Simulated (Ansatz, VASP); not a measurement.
# One calculation of SrAuN2, two programs

```
Sr Au N
1.0
     4.61244    0.00000    0.00000
    -2.30622    3.99449    0.00000
     0.00000    0.00000    4.26662
Sr Au N
1 1 2
Direct
  0.00000 0.00000 0.00000
  0.66667 0.33333 0.50000
  0.33333 0.66667 0.69063
  0.33333 0.66667 0.30937
```

Alike in both runs: task single point; functional PBE; k mesh 6 × 6 × 4; occupations gaussian, width 0.1 eV; no spin polarisation.

|  | VASP | Ansatz |
| --- | --- | --- |
| version | VASP 6.6.1 | Ansatz 0.2.0 |
| potentials or method | VASP PAW PBE potentials, release 64 (Sr_sv, Au, N), cutoff 520 eV | scalar-relativistic, plane waves, PAW |
| valence electrons in the cell | 31 | 39 |

|  | VASP | Ansatz | Ansatz less VASP |
| --- | --- | --- | --- |
| gap on the k mesh at the Fermi level (eV) | none | none | - |
| pressure (GPa) | -11.7 | -11.7 | -0.06 |
| traceless stress, the component that is largest in VASP (GPa) | -4.10 | -4.10 | 0.000 |
| rms of the force components (eV/Å) | 2.147 | 2.155 | +0.0079 |

Atom by atom the forces differ by 0.008 eV/Å (rms over components). A gap of «none» marks a metal or a gap that the smearing closes. VASP's potentials hold 31 valence electrons a cell and Ansatz's 39, so a difference there can come from the potentials and not from the codes.

The k mesh is coarse, so the values compare programs but aren't converged. Spin-orbit coupling is off throughout.
